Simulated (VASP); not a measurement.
Write the native input for VASP 6.6.1 that does the following.

- Task: single point
- Functional: PBE
- Potentials or basis: VASP PAW PBE potentials, release 64 (K_sv)
- Cutoff: 520 eV
- k mesh: 12 × 12 × 12
- Occupations: gaussian, width 0.1 eV
- Spin: no spin polarisation
- Dipole correction: no
- Further INCAR settings: ALGO = Normal; EDIFF = 1e-06; NBANDS = 10

The structure of K lies in POSCAR:

```
K
1.0
   -2.6125000000      2.6125000000      2.6125000000
    2.6125000000     -2.6125000000      2.6125000000
    2.6125000000      2.6125000000     -2.6125000000
K
1
Direct
    0.0000000000      0.0000000000      0.0000000000
```

The input as run:

INCAR

```
PREC = Accurate
ENCUT = 520
EDIFF = 1E-6
ISMEAR = 0
SIGMA = 0.1
LREAL = F
LASPH = T
NELM = 60
ALGO = Normal
ISIF = 2
LWAVE = F
LCHARG = F
GGA = PE
NBANDS = 10
```

KPOINTS

```
Automatic mesh
0
Gamma
  12 12 12
```

Potentials or basis: VASP PAW PBE potentials, release 64 (K_sv).

Run with:

```bash
$ cat potpaw_PBE.64/K_sv/POTCAR > POTCAR
$ mpirun -np 1 vasp_std > vasp.out
```

Results of the run:

```json
{
 "Pressure": "0.1 GPa"
}
```

Wall time 32 s on 1 thread of AMD EPYC 9R45 96-Core Processor (Zen 5) (shared host), peak memory 0.18 GiB.
